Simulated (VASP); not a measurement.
Input of a VASP 6.6.1 run:

Contents of INCAR:

```
SYSTEM = KTmI4
  PREC = Accurate
  ENCUT = 500
  EDIFF = 1E-6
  ISMEAR = 0
  SIGMA = 0.02
  LREAL = .FALSE.
  LASPH = .TRUE.
  NELM = 200
  ALGO = Normal
  ISIF = 2
  LWAVE = .FALSE.
  LCHARG = .FALSE.
  GGA = PE
  NBANDS = 32
  GGA_COMPAT = .FALSE.
  LMAXMIX = 6
```

File KPOINTS:

```
Automatic mesh
0
G
  6 6 4
  0 0 0
```

The input POSCAR:

```
KTmI4
1.0
    5.4214987445      0.0000000000      0.0000000000
    0.0000000000      5.4214987445      0.0000000000
    0.0000000000      0.0000000000      8.4486958251
K Tm I
1 1 4
Direct
    0.5000000000      0.5000000000      0.5000000000
    0.0000000000      0.0000000000      0.0000000000
    0.5000000000      0.0000000000      0.7840863523
    0.0000000000      0.5000000000      0.2159136477
    0.5000000000      0.0000000000      0.2159136477
    0.0000000000      0.5000000000      0.7840863523
```

Potentials or basis: VASP PAW PBE potentials, release 64 (K_sv, Tm_3, I), 4f in core.

Run with:

```sh
$ cat potpaw_PBE.64/K_sv/POTCAR potpaw_PBE.64/Tm_3/POTCAR potpaw_PBE.64/I/POTCAR > POTCAR
$ mpirun -np 1 vasp_std > vasp.out
```

(1) Predict the largest force.

(2) Predict the band gap on the k mesh.

(3) Predict the pressure.

Answers

(1) 0.010 eV/Å.

(2) 1.12 eV (least direct gap 1.48 eV).

(3) 0.1 GPa.

Caveat: spin-orbit coupling is left out, which moves the levels of the heavy elements; the 4f electrons are frozen in the core, so they carry no moment and show no levels.
